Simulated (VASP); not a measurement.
## Ba: single point with PBE

Ba:

```xyz
1
Lattice="-2.5065 2.5065 2.5566 2.5065 -2.5065 2.5566 2.5065 2.5065 -2.5566" Properties=species:S:1:pos:R:3 pbc="T T T"
Ba    0.0000    0.0000    0.0000
```

```yaml
Program: VASP 6.6.1
Task: single point
Functional: PBE
Potentials_or_basis: VASP PAW PBE potentials, release 64 (Ba_sv)
Cutoff: 520 eV
k_mesh: 8 × 8 × 8
Occupations: fermi-dirac, width 0.05 eV
Spin: no spin polarisation
Dipole_correction: no
Further_INCAR_settings: ALGO = Normal; EDIFF = 1e-07; NBANDS = 11
```

* Pressure: -0.1 GPa
* Band gap on the k mesh: zero (bands 5 and 6 overlap by 0.97 eV)

Stress tensor (GPa, compression positive):
```
-0.11  0.00  0.00
 0.00 -0.11  0.00
 0.00  0.00 -0.20
```

Levels at points of the mesh, in eV from the Fermi level:
```
           k point  band 1  band 2  band 3  band 4  band 5  band 6  band 7  band 8  band 9  band 10
(0.00, 0.00, 0.00)  -28.91  -13.87  -13.87  -13.87   -2.73    1.78    1.78    1.90    3.11     3.28
(0.50, 0.00, 0.00)  -28.87  -14.30  -14.00  -13.87   -0.87    0.75    1.18    3.09    3.71     5.12
(0.50, 0.50, 0.00)  -28.87  -14.30  -14.01  -13.87   -0.86    0.63    1.24    3.26    3.78     5.15
(0.50, 0.50, 0.50)  -28.84  -14.18  -14.16  -14.16   -0.52   -0.49    4.13    4.35    4.35     4.64
```

Wall time 72 s on 1 thread of AMD EPYC 7R13, with other jobs on the host, peak memory 0.19 GiB.

Caveat: spin-orbit coupling is left out, which moves the levels of the heavy elements.
